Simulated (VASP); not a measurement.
Here is a VASP 6.6.1 calculation.

INCAR

```
SYSTEM = Ge
PREC = Accurate
ENCUT = 520
EDIFF = 1E-6
ISMEAR = 0
SIGMA = 0.05
LREAL = .FALSE.
LASPH = .TRUE.
NELM = 100
ALGO = Normal
ISIF = 2
LWAVE = .FALSE.
LCHARG = .FALSE.
GGA = CA
NBANDS = 21
```

KPOINTS

```
regular mesh
0
G
  8 8 8
  0 0 0
```

POSCAR

```
Ge
1.0
    0.0000000000      2.8109214386      2.8109214386
    2.8109214386      0.0000000000      2.8109214386
    2.8109214386      2.8109214386      0.0000000000
Ge
2
Direct
    0.0000000000      0.0000000000      0.0000000000
    0.2500000000      0.2500000000      0.2500000000
```

Potentials or basis: VASP PAW LDA potentials, release 64 (Ge_d).

The run is started by

```bash
$ cat potpaw_LDA.64/Ge_d/POTCAR > POTCAR
$ mpirun -np 1 vasp_std > vasp.out
```

(1) What does it give for the pressure?

## Answers

(1) 0.2 GPa.
